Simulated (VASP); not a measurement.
**Mg3O2: single point with PBE**

The system is Mg3O2.

```
Mg O
1.0
    -1.50996    1.50996    6.64037
     1.50996   -1.50996    6.64037
     1.50996    1.50996   -6.64037
Mg O
3 2
Direct
  0.66902 0.66902 0.00000
  0.33098 0.33098 0.00000
  0.00000 0.00000 0.00000
  0.82987 0.82987 0.00000
  0.17013 0.17013 0.00000
```

```
Program             : VASP 6.6.1
Task                : single point
Functional          : PBE
Potentials or basis : VASP PAW PBE potentials, release 64 (Mg, O)
Cutoff              : 520 eV
k mesh              : 7 × 7 × 7
Occupations         : gaussian, width 0.2 eV
Spin                : no spin polarisation
```

* Pressure: -0.7 GPa
* Largest force: 0.061 eV/Å
* Band gap on the k mesh: zero (bands 9 and 10 overlap by 0.46 eV)

Forces in eV/Å, atoms in the order of the input:
```
Mg   0.000  0.000  0.058
Mg   0.000  0.000 -0.058
Mg   0.000  0.000  0.000
O    0.000  0.000  0.061
O    0.000  0.000 -0.061
```

Stress tensor (GPa, compression positive):
```
-0.70  0.00  0.00
 0.00 -0.70  0.00
 0.00  0.00 -0.85
```

Levels at points of the mesh, in eV from the Fermi level:
```csv
k point,band 6,band 7,band 8,band 9,band 10,band 11,band 12,band 13
"(0.00, 0.00, 0.00)",-4.96,-4.39,-4.31,-4.31,1.25,2.85,6.01,6.60
```

Wall time 2.2 min on 1 thread of Intel(R) Xeon(R) Platinum 8488C (Sapphire Rapids), on a shared host, peak memory 0.37 GiB.

Caveat: semilocal functionals underestimate gaps, so a narrow gap can read as zero.
